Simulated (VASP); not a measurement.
Set up this calculation in VASP 6.6.1, as the native input.

```yaml
Task: single point
Functional: PBE
Potentials_or_basis: VASP PAW PBE potentials, release 64 (Sr_sv, O)
Cutoff: 600 eV
k_mesh: 4 × 4 × 4
Occupations: gaussian, width 0.01 eV
Spin: no spin polarisation
Dipole_correction: no
Further_INCAR_settings: ALGO = Normal; EDIFF = 1e-06; NBANDS = 15
```

The structure of SrO lies in POSCAR:

```
SrO
1.0
    0.0000000000      2.4464590100      2.4464590100
    2.4464590100      0.0000000000      2.4464590100
    2.4464590100      2.4464590100      0.0000000000
Sr O
1 1
Direct
    0.0000000000      0.0000000000      0.0000000000
    0.5000000000      0.5000000000      0.5000000000
```

These files were run (other wordings do the same):

INCAR

```
SYSTEM = SrO
PREC = Accurate
ENCUT = 600
EDIFF = 1E-6
ISMEAR = 0
SIGMA = 0.01
LREAL = .FALSE.
LASPH = .TRUE.
NELM = 120
ALGO = Normal
ISIF = 2
LWAVE = .FALSE.
LCHARG = .FALSE.
GGA = PE
NBANDS = 15
GGA_COMPAT = .FALSE.
```

KPOINTS

```
regular mesh
0
G
  4 4 4
  0 0 0
```

Potentials or basis: VASP PAW PBE potentials, release 64 (Sr_sv, O).

The run is started by

```console
$ cat potpaw_PBE.64/Sr_sv/POTCAR potpaw_PBE.64/O/POTCAR > POTCAR
$ mpirun -np 1 vasp_std > vasp.out
```

It gave:

| Property | Result |
| --- | --- |
| Pressure | 23.9 GPa |
| Band gap on the k mesh | 3.07 eV, direct |

Caveat: the k points lie up to 0.56 Å⁻¹ apart.

Wall time 14 s on 1 thread of AMD EPYC 7R13 (shared host), peak memory 0.13 GiB.
